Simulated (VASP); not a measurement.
Write the native input for VASP 6.6.1 that does the following.

```
Task                   : single point
Functional             : PBE
Potentials or basis    : VASP PAW PBE potentials, release 64 (Mg, O)
Cutoff                 : 520 eV
k mesh                 : 6 × 6 × 6
Occupations            : gaussian, width 0.01 eV
Spin                   : no spin polarisation
Dipole correction      : no
Further INCAR settings : ALGO = Normal; EDIFF = 1e-06; NBANDS = 11
```

The structure of MgO lies in POSCAR:

```
MgO
1.0
    0.0000000000      2.1050000000      2.1050000000
    2.1050000000      0.0000000000      2.1050000000
    2.1050000000      2.1050000000      0.0000000000
Mg O
1 1
Direct
    0.0000000000      0.0000000000      0.0000000000
    0.5000000000      0.5000000000      0.5000000000
```

One way to write it, as run:

INCAR

```
  PREC = Accurate
  ENCUT = 520
  EDIFF = 1E-6
  ISMEAR = 0
  SIGMA = 0.01
  LREAL = F
  LASPH = T
  NELM = 60
  ALGO = Normal
  ISIF = 2
  LWAVE = F
  LCHARG = T
  GGA = PE
  LELF = T
  LVHAR = T
  NBANDS = 11
```

KPOINTS

```
regular mesh
0
Gamma
  6 6 6
```

Potentials or basis: VASP PAW PBE potentials, release 64 (Mg, O).

The run is started by

```bash
$ cat potpaw_PBE.64/Mg/POTCAR potpaw_PBE.64/O/POTCAR > POTCAR
$ mpirun -np 1 vasp_std > vasp.out
```

It gave:

```yaml
Pressure: 4.2 GPa
Band_gap_on_the_k_mesh: 4.74 eV, direct
```

Caveat: the k points lie up to 0.43 Å⁻¹ apart.

It took 2.5 s on 1 thread of Intel Xeon 6975P-C, on a shared host, peak memory 0.14 GiB.
